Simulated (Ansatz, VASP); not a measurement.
# CF2 in VASP and in Ansatz

File INCAR:

```
PREC     = Accurate       # precision mode
ENCUT    = 520            # plane-wave cutoff, eV
EDIFF    = 1E-7           # SCF threshold, eV
ISMEAR   = 0              # smearing method
SIGMA    = 0.05           # smearing width, eV
LREAL    = F              # projectors in reciprocal space
LASPH    = T              # aspherical terms in the spheres
NELM     = 60             # most SCF steps
ALGO     = Normal         # electronic algorithm
ISIF     = 2              # what is computed and relaxed
LWAVE    = F              # write WAVECAR
LCHARG   = F              # write CHGCAR
LDIPOL   = T            
IDIPOL   = 3            
DIPOL    = 0.5 0.5 0.665
GGA      = PE             # functional
IVDW     = 12             # dispersion correction
NBANDS   = 16             # bands
```

KPOINTS

```
Automatic mesh
0
Gamma
  2 2 1
```

Contents of POSCAR:

```
CF2
1.0
    7.6671877233      0.0000000000      0.0000000000
    0.0000000000      7.6671877233      0.0000000000
    0.0000000000      0.0000000000     27.7482963703
C F
1 2
Direct
    0.7593559140     -0.0005015998      0.6458367469
    0.7582272013     -0.1461459980      0.6743340528
    0.7578131176      0.1428269518      0.6750915795
```

Input for Ansatz:

```yaml
crystal:
  lattice:
    - [7.6671877233, 0.0, 0.0]
    - [0.0, 7.6671877233, 0.0]
    - [0.0, 0.0, 27.7482963703]
  atoms:
    - { symbol: C, position: [0.759355914, -0.0005015998, 0.6458367469] }
    - { symbol: F, position: [0.7582272013, -0.146145998, 0.6743340528] }
    - { symbol: F, position: [0.7578131176, 0.1428269518, 0.6750915795] }
basis:
  ecutwfc: 420
kpoints:
  mp_grid: { grid: [2, 2, 1] }
hamiltonian:
  xc: pbe
  dispersion: d3bj
scf:
  occupations: { method: gaussian, width: 0.05 }
output:
  forces: true
  eigenvalues: true
  write_density: true
  volumetric_format: npy
efield:
  axis: 3
  dipole_correction: true
  ramp_width: 0.04
```

Alike in both runs: task single point; functional PBE; dispersion D3(BJ); k mesh 2 × 2 × 1; occupations gaussian, width 0.05 eV; no spin polarisation.

|  | VASP | Ansatz |
| --- | --- | --- |
| version | VASP 6.6.1 | Ansatz 0.2.0 |
| potentials or method | VASP PAW PBE potentials, release 64 (C, F), cutoff 520 eV | scalar-relativistic, plane waves, PAW |
| valence electrons in the cell | 18 | 18 |

Ansatz gave:

| Property | Result |
| --- | --- |
| gap on the k mesh at the Fermi level (eV) | 3.35 |
| rms of the force components (eV/Å) | 1.027 |

Q: Estimate VASP's values.

A: gap on the k mesh at the Fermi level (eV): 3.34; rms of the force components (eV/Å): 0.816.

Atom by atom the forces differ by 0.241 eV/Å (rms over components).
